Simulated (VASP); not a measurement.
# CoH4 (P6/mmm) in VASP: single point with PBE

Aim: the single point of CoH4 with PBE.

Program: VASP 6.6.1. These are calculated values, not measurements. Logs are shortened: lines on timing, memory, paths and dates and some standing lists are left out, and cuts for length are marked.

### 1 The cell of the first run

Symmetry: P6/mmm, No. 191, hexagonal system. The conventional cell has a = 2.948 Å, b = 2.948 Å, c = 3.126 Å, α = 90.00°, β = 90.00°, γ = 120.00°. Co (site symmetry 6/mmm) has 14 H at 1.56 to 2.15 Å within 2.2 Å. H (site symmetry mmm) has 6 H at 1.47 Å within 2.0 Å. H (site symmetry 6/mmm) has 6 H at 1.47 Å and 2 Co at 1.56 Å within 2.0 Å.

The cell was built from a structure type or drawn by symmetry, and may not be a known phase.

### 2 Single point, PBE, collinear spin, ferromagnetic start

INCAR

```
  PREC = Accurate
  ENCUT = 600
  EDIFF = 1E-6
  ISMEAR = 0
  SIGMA = 0.1
  LREAL = F
  LASPH = T
  NELM = 200
  ALGO = Normal
  ISIF = 2
  LWAVE = F
  LCHARG = T
  ISPIN = 2
  MAGMOM = 3 0 0 0 0
  LORBIT = 11
  LMAXMIX = 4
  GGA = PE
  LELF = T
  LVHAR = T
  NBANDS = 22
  GGA_COMPAT = F
```

KPOINTS

```
Automatic mesh
0
Gamma
  6 6 6
```

POSCAR

```
CoH4
1.0
    2.9481684703      0.0000000030      0.0000000000
   -1.4740842377      2.5531887884      0.0000000000
    0.0000000000      0.0000000000      3.1264222199
Co H
1 4
Direct
    0.0000000000      0.0000000000      0.5000000000
    0.5000000000      0.0000000000      0.0000000000
    0.0000000000      0.5000000000      0.0000000000
    0.5000000000      0.5000000000      0.0000000000
    0.0000000000      0.0000000000      0.0000000000
```

Potentials or basis: VASP PAW PBE potentials, release 64 (Co_sv, H).

Run with:

```
cat potpaw_PBE.64/Co_sv/POTCAR potpaw_PBE.64/H/POTCAR > POTCAR
mpirun -np 1 vasp_std > vasp.out
```

OUTCAR:

```text
PREC = Accurate
   ENCUT = 600
   EDIFF = 1E-6
   ISMEAR = 0
   LREAL = F
   LASPH = T
   NELM = 200
   ISIF = 2
   ISPIN = 2
   LORBIT = 11
   GGA = PE

 ion  position               nearest neighbor table
   1  0.000  0.000  0.500-   5 1.56   5 1.56
   2  0.500  0.000  0.000-
   3  0.000  0.500  0.000-
   4  0.500  0.500  0.000-
   5  0.000  0.000  0.000-   1 1.56   1 1.56

  LATTYP: Found a hexagonal cell.
 ALAT       =     2.9481684703
 C/A-ratio  =     1.0604625385

  Lattice vectors:

 A1 = (   2.9481684703,   0.0000000030,   0.0000000000)
 A2 = (  -1.4740842377,   2.5531887884,   0.0000000000)
 A3 = (   0.0000000000,   0.0000000000,   3.1264222199)

Analysis of symmetry for initial positions (statically):
=====================================================================
 Subroutine PRICEL returns:
 Original cell was already a primitive cell.

 Routine SETGRP: Setting up the symmetry group for a
 hexagonal supercell.

 Subroutine GETGRP returns: Found 24 space group operations
 (whereof 24 operations were pure point group operations)
 out of a pool of 24 trial point group operations.

The static configuration has the point symmetry D_6h.

Analysis of symmetry for dynamics (positions and initial velocities):
=====================================================================
 Subroutine PRICEL returns:
 Original cell was already a primitive cell.

 Routine SETGRP: Setting up the symmetry group for a
 hexagonal supercell.

 Subroutine GETGRP returns: Found 24 space group operations
 (whereof 24 operations were pure point group operations)
 out of a pool of 24 trial point group operations.

The dynamic configuration has the point symmetry D_6h.

Analysis of structural, dynamic, and magnetic symmetry:
=====================================================================
 Subroutine PRICEL returns:
 Original cell was already a primitive cell.

 Routine SETGRP: Setting up the symmetry group for a
 hexagonal supercell.

 Subroutine GETGRP returns: Found 24 space group operations
 (whereof 24 operations were pure point group operations)
 out of a pool of 24 trial point group operations.

The overall configuration has the point symmetry D_6h.

 Subroutine INISYM returns: Found 24 space group operations
 (whereof 24 operations are pure point group operations),
 and found     1 'primitive' translations

----------------------------------------------------------------------------------------

                                     Primitive cell

  volume of cell :      23.5333

  direct lattice vectors                    reciprocal lattice vectors
     2.948168470  0.000000003  0.000000000     0.339193642  0.195833541  0.000000000
    -1.474084238  2.553188788  0.000000000    -0.000000000  0.391667081  0.000000000
     0.000000000  0.000000000  3.126422220     0.000000000  0.000000000  0.319854431

  length of vectors
     2.948168470  2.948168470  3.126422220     0.391667081  0.391667081  0.319854431

  position of ions in fractional coordinates (direct lattice)
     0.000000000  0.000000000  0.500000000
     0.500000000  0.000000000  0.000000000
     0.000000000  0.500000000  0.000000000
     0.500000000  0.500000000  0.000000000
     0.000000000  0.000000000  0.000000000

  ion indices of the primitive-cell ions
   primitive index   ion index
                 1           1
                 2           2
                 3           3
                 4           4
                 5           5

----------------------------------------------------------------------------------------

 KPOINTS: Automatic mesh

Automatic generation of k-mesh.
 Grid dimensions read from file:
 generate k-points for:    6    6    6

 Generating k-lattice:

  Cartesian coordinates                     Fractional coordinates (reciprocal lattice)
     0.056532274  0.032638923  0.000000000     0.166666667  0.000000000  0.000000000
    -0.000000000  0.065277847  0.000000000     0.000000000  0.166666667  0.000000000
     0.000000000  0.000000000  0.053309072     0.000000000  0.000000000  0.166666667

  Length of vectors
     0.065277847  0.065277847  0.053309072

  Shift w.r.t. Gamma in fractional coordinates (k-lattice)
     0.000000000  0.000000000  0.000000000

 Subroutine IBZKPT returns following result:
 ===========================================

 Found     28 irreducible k-points:

 Following reciprocal coordinates:
            Coordinates               Weight
  0.000000  0.000000  0.000000      1.000000
  0.166667 -0.000000  0.000000      6.000000
  0.333333 -0.000000  0.000000      6.000000
  0.500000 -0.000000  0.000000      3.000000
  0.166667  0.166667  0.000000      6.000000
  0.333333  0.166667  0.000000     12.000000
[... 16 lines left out ...]
  0.166667 -0.000000  0.500000      6.000000
  0.333333 -0.000000  0.500000      6.000000
 [... further k-points ...]
   k-points           NKPTS =     28   k-points in BZ     NKDIM =     28   number of bands    NBANDS=     22
   number of dos      NEDOS =    301   number of ions     NIONS =      5
   total plane-waves  NPLWV =  16128
   dimension x,y,z NGX =    24 NGY =   24 NGZ =   28
   dimension x,y,z NGXF=    48 NGYF=   48 NGZF=   56
   ions per type =               1   4
   NGX,Y,Z   is equivalent  to a cutoff of  13.53, 13.53, 14.89 a.u.
   NGXF,Y,Z  is equivalent  to a cutoff of  27.07, 27.07, 29.78 a.u.
 SYSTEM =  unknown system
   PREC   = accura    normal or accurate (medium, high low for compatibility)
   ISTART =      0    job   : 0-new  1-cont  2-samecut
   ICHARG =      2    charge: 1-file 2-atom 10-const
   ISPIN  =      2    spin polarized calculation?
   LNONCOLLINEAR =      F non collinear calculations
   LSORBIT =      F    spin-orbit coupling
   LASPH  =      T    aspherical Exc in radial PAW
   ENCUT  =  600.0 eV  44.10 Ry    6.64 a.u.   5.89  5.89  6.24*2*pi/ulx,y,z
   NELM   =    200;   NELMIN=  2; NELMDL= -5     # of ELM steps
   EDIFF  = 0.1E-05   stopping-criterion for ELM
   LREAL  =      F    real-space projection
   EDIFFG = 0.1E-04   stopping-criterion for IOM
   NSW    =      0    number of steps for IOM
   IBRION =     -1    ionic relax: 0-MD 1-quasi-New 2-CG
   NFREE  =      0    steps in history (QN), initial steepest desc. (CG)
   ISIF   =      2    stress and relaxation
   ISYM   =      2    0-nonsym 1-usesym 2-fastsym
   POTIM  = 0.5000    time-step for ionic-motion
   TEBEG  =    0.0;   TEEND  =   0.0 temperature during run
   PSTRESS=    0.0 pullay stress
   NELECT =      21.0000    total number of electrons
   NUPDOWN=      -1.0000    fix difference up-down
   EMIN   =  10.00;   EMAX   =-10.00  energy-range for DOS
   EFERMI =   0.00;   METHOD = LEGACY
   ISMEAR =     0;   SIGMA  =   0.10  broadening in eV -4-tet -1-fermi 0-gaus
   EFERMI_NEDOS =   21; number of points for ismear=-14 and -15
   IALGO  =     38    algorithm
   IMIX   =      4    mixing-type and parameters
     AMIX     =   0.40;   BMIX     =  1.00
     AMIX_MAG =   1.60;   BMIX_MAG =  1.00
  volume/ion in A,a.u.               =       4.71        31.76
  Fermi-wavevector in a.u.,A,eV,Ry     =   1.576112  2.978419 33.798612  2.484128
  Thomas-Fermi vector in A             =   2.676994
   LORBIT       =     11    0 simple, 1 ext, 2 COOP (PROOUT), +10 PAW based schemes
   GGA     = PE    functional components
   LHFCALC =     F    Hartree Fock is set to
   AEXX    =    0.0000 exact exchange contribution
   IVDW    =     0    specifies the selected vdW correction
   LEPSILON=     F    determine dielectric tensor
   LRPA    =     F    only Hartree local field effects (RPA)
 spin polarized calculation
 Gauss-broadening in eV      SIGMA  =   0.10
  energy-cutoff  :      600.00
  volume of cell :       23.53
 maximum number of plane-waves:       804
 NGX is ok and might be reduce to    24
   NGX = 11   NGY = 11   NGZ = 13

 number of electron      21.0000027 magnetization       0.6210174

 Free energy of the ion-electron system (eV)
  ---------------------------------------------------
  ext. energy  EPLUGINS =         0.00000000
  ---------------------------------------------------
  free energy    TOTEN  =       -15.55226246 eV

  energy without entropy =      -15.54553841  energy(sigma->0) =      -15.54890044

 E-fermi :   7.4031     XC(G=0): -12.1116

 val. band max:        7.3826585448   @ k =   0.3333   0.3333   0.1667
 cond. band min:       7.4061325421   @ k =   0.3333   0.1667   0.0000
 fundamental gap:      0.0234739973
 Fermi energy:         7.4030717605

 spin component 1

 k-point     1 :       0.0000    0.0000    0.0000
  band No.  band energies     occupation
      1     -87.8338      1.00000
      2     -51.4248      1.00000
      3     -50.9829      1.00000
      4     -50.9829      1.00000
      5      -7.9339      1.00000
      6       2.8808      1.00000
[... 14 lines left out ...]
     21      33.3611      0.00000
     22      33.3611      0.00000
[... 552 lines left out ...]
  band No.  band energies     occupation
      1     -87.8302      1.00000
      2     -51.4456      1.00000
      3     -51.0102      1.00000
      4     -50.9888      1.00000
      5      -4.3322      1.00000
      6       1.9692      1.00000
[... 14 lines left out ...]
     21      34.0682      0.00000
     22      34.1672      0.00000

 [... further k-points ...]

 spin component 2

 k-point     1 :       0.0000    0.0000    0.0000
  band No.  band energies     occupation
      1     -87.0862      1.00000
      2     -50.8231      1.00000
      3     -50.1900      1.00000
      4     -50.1900      1.00000
      5      -7.9270      1.00000
      6       3.2716      1.00000
[... 14 lines left out ...]
     21      33.3954      0.00000
     22      33.3954      0.00000
[... 552 lines left out ...]
  band No.  band energies     occupation
      1     -87.0825      1.00000
      2     -50.8448      1.00000
      3     -50.2183      1.00000
      4     -50.1961      1.00000
      5      -4.3269      1.00000
      6       2.0501      1.00000
[... 14 lines left out ...]
     21      34.0967      0.00000
     22      34.2005      0.00000

 [... further k-points ...]
[... 5 lines left out ...]
  --------------------------------------------------------------------------------------
  -------------------------------------------------------------------------------------
  Total       -0.2528499     -0.2528499     -0.3189016     -0.0000000      0.0000000     -0.0000000
  in kB      -17.2143470    -17.2143470    -21.7112311     -0.0000000      0.0000000     -0.0000000
  external PRESSURE =     -18.7133084 kB  Pullay stress =       0.0000000 kB

 VOLUME and BASIS-vectors are now :
 -----------------------------------------------------------------------------
  energy-cutoff  :      600.00
  volume of cell :       23.53
      direct lattice vectors                 reciprocal lattice vectors
     2.948168470  0.000000003  0.000000000     0.339193642  0.195833541  0.000000000
    -1.474084238  2.553188788  0.000000000    -0.000000000  0.391667081  0.000000000
     0.000000000  0.000000000  3.126422220     0.000000000  0.000000000  0.319854431

 POSITION                                       TOTAL-FORCE (eV/Angst)
 -----------------------------------------------------------------------------------
      0.00000      0.00000      1.56321        -0.000000      0.000000      0.000000
      1.47408      0.00000      0.00000         0.000000      0.000000      0.000000
     -0.73704      1.27659      0.00000         0.000000      0.000000      0.000000
      0.73704      1.27659      0.00000         0.000000      0.000000      0.000000
      0.00000      0.00000      0.00000         0.000000      0.000000      0.000000
 -----------------------------------------------------------------------------------
    total drift:                                0.000000      0.000000      0.000000

  FREE ENERGIE OF THE ION-ELECTRON SYSTEM (eV)
  ---------------------------------------------------
  free  energy   TOTEN  =       -15.5522624639 eV

  energy  without entropy=      -15.5455384130  energy(sigma->0) =      -15.54890044

 total charge

# of ion       s       p       d       tot
------------------------------------------
    1        2.185   6.066   6.887  15.138
    2        0.412   0.033   0.000   0.445
    3        0.412   0.033   0.000   0.445
    4        0.412   0.033   0.000   0.445
    5        0.532   0.055   0.000   0.588
--------------------------------------------------
tot          3.953   6.219   6.887  17.059

 magnetization (x)

# of ion       s       p       d       tot
------------------------------------------
    1        0.004   0.001   0.625   0.630
    2        0.002  -0.000   0.000   0.002
    3        0.002  -0.000   0.000   0.002
    4        0.002  -0.000   0.000   0.002
    5       -0.009   0.000   0.000  -0.009
--------------------------------------------------
tot          0.002   0.001   0.625   0.628
```

Run time: 36 s. Hardware: 1 thread of Intel Xeon Platinum 8259CL at 2.50GHz (Skylake/Cascade Lake), shared host; peak memory 0.17 GiB.

Results:

```
Free energy                                           : -15.5523 eV
Pressure                                              : -1.9 GPa
Net moment                                            : 0.62 μB per cell
Site moments                                          : Co +0.63; H +0.00, -0.01 (each value once) μB
Valence electrons inside the program's atomic spheres : Co 15.14; H 0.45, 0.59 (each value once)
```

Stress tensor (GPa, compression positive):
```
-1.72  0.00  0.00
 0.00 -1.72  0.00
 0.00  0.00 -2.17
```

Caveat: the k points lie up to 0.41 Å⁻¹ apart.
